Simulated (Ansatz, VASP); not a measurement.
**One calculation of Hg, two programs**

```
Hg
1.0
     0.00000    2.26902    2.26902
     2.26902    0.00000    2.26902
     2.26902    2.26902    0.00000
Hg
1
Direct
  0.00000 0.00000 0.00000
```

Alike in both runs: task relaxation of cell and atoms; functional PBEsol; k mesh 16 × 16 × 16; occupations gaussian, width 0.1 eV; no spin polarisation.

```csv
,VASP,Ansatz
version,VASP 6.6.1,Ansatz 0.2.0
potentials or method,"VASP PAW PBE potentials, release 64 (Hg), cutoff 600 eV","scalar-relativistic, plane waves, PAW"
valence electrons in the cell,12,20
```

```tsv
	VASP	Ansatz	Ansatz less VASP
gap on the k mesh at the Fermi level, each at its own relaxed structure (eV)	none	none	-
relaxed volume (Å³/atom)	23.47	23.26	-0.211
relaxed cell length with the largest relative difference (Å)	3.214	3.204	-0.0097
```

VASP's potentials were made for PBE, not for PBEsol. A gap of «none» marks a metal or a gap that the smearing closes. VASP's potentials hold 12 valence electrons a cell and Ansatz's 20, so a difference there can come from the potentials and not from the codes.

Neither program's run includes spin-orbit coupling.
